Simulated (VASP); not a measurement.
Input of a VASP 6.6.1 run:

Contents of INCAR:

```
  ALGO = Normal
  EDIFF = 1E-6
  EDIFFG = -0.03
  ENCUT = 520
  GGA = PE
  IBRION = 2
  ISIF = 2
  ISMEAR = 0
  IVDW = 12
  LASPH = T
  LCHARG = F
  LREAL = Auto
  LWAVE = F
  NELM = 100
  NSW = 80
  PREC = Accurate
  SIGMA = 0.15
```

File KPOINTS:

```
k-points
0
Gamma
  3 3 3
```

The input POSCAR:

```
Li
1.0
    6.9800000000      0.0000000000      0.0000000000
    0.0000000000      6.9800000000      0.0000000000
    0.0000000000      0.0000000000      6.9800000000
Li
17
Direct
    0.0000000000      0.0000000000      0.0000000000
    0.5000000000      0.0000000000      0.0000000000
    0.0000000000      0.5000000000      0.0000000000
    0.0000000000      0.0000000000      0.5000000000
    0.2500000000      0.2500000000      0.2500000000
    0.5000000000      0.5000000000      0.0000000000
    0.5000000000      0.0000000000      0.5000000000
    0.7500000000      0.2500000000      0.2500000000
    0.0000000000      0.5000000000      0.5000000000
    0.2500000000      0.7500000000      0.2500000000
    0.2500000000      0.2500000000      0.7500000000
    0.5000000000      0.5000000000      0.5000000000
    0.7500000000      0.7500000000      0.2500000000
    0.7500000000      0.2500000000      0.7500000000
    0.2500000000      0.7500000000      0.7500000000
    0.7500000000      0.7500000000      0.7500000000
    0.8787900100     -0.0067189400      0.7485454100
```

Potentials or basis: VASP PAW PBE potentials, release 64 (Li_sv).

Command:

```sh
$ cat potpaw_PBE.64/Li_sv/POTCAR > POTCAR
$ mpirun -np 1 vasp_std > vasp.out
```

Problem. What does it give for the energy gained by relaxing?

Solution. 92.6 meV/atom.

Problem. Estimate the dispersion energy per atom.

Solution. -0.172 eV.

Problem. Predict the band gap on the k mesh.

Solution. Zero (an odd number of electrons rules out a gap without spin polarisation).

Final structure:
```
Li
1.0
     6.98000    0.00000    0.00000
     0.00000    6.98000    0.00000
     0.00000    0.00000    6.98000
Li
17
Direct
  0.05853 0.00387 0.04633
  0.49998 0.00028 0.00443
  0.98923 0.50132 0.99049
  0.06275 0.00369 0.45073
  0.26080 0.27380 0.24982
  0.48940 0.49824 0.02374
  0.50011 0.00013 0.49572
  0.76226 0.24018 0.25076
  0.98901 0.50154 0.51018
  0.26010 0.72876 0.24926
  0.25065 0.25507 0.74999
  0.48958 0.49895 0.47739
  0.76278 0.76080 0.25064
  0.69556 0.29526 0.75107
  0.25025 0.74543 0.75027
  0.68355 0.69652 0.75188
  0.87425 0.98944 0.74583
```
